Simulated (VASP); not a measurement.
A run of VASP 6.6.1 is set up as follows.

File INCAR:

```
  PREC = Accurate
  ENCUT = 520
  EDIFF = 1E-7
  ISMEAR = 0
  SIGMA = 0.15
  LREAL = F
  LASPH = T
  NELM = 80
  ALGO = Fast
  ISIF = 2
  LWAVE = F
  LCHARG = F
  GGA = PE
  IVDW = 12
  NBANDS = 8
```

File KPOINTS:

```
regular mesh
0
Gamma
  20 20 20
```

POSCAR

```
Al
1.0
   -0.0464903655      1.9910220790      2.1303936245
    1.9445317135      0.0000000000      2.0839032590
    1.9910220790      1.9910220790     -0.0464903655
Al
1
Direct
    0.0000000000      0.0000000000      0.0000000000
```

Potentials or basis: VASP PAW PBE potentials, release 64 (Al).

The run is started by

```bash
$ cat potpaw_PBE.64/Al/POTCAR > POTCAR
$ mpirun -np 1 vasp_std > vasp.out
```

Problem. Estimate the dispersion energy per atom.

Solution. -0.328 eV.

Problem. What does it give for the pressure?

Solution. -4.6 GPa.

Stress tensor (GPa, compression positive):
```
-3.38  0.00  1.06
 0.00 -3.50  0.00
 1.06  0.00 -6.79
```

Caveat: the cell differs from its parent crystal (engineering shear strain xz -0.0467, normal strain along z +0.0700); pairwise dispersion overbinds metals, which lowers pressure and volume.
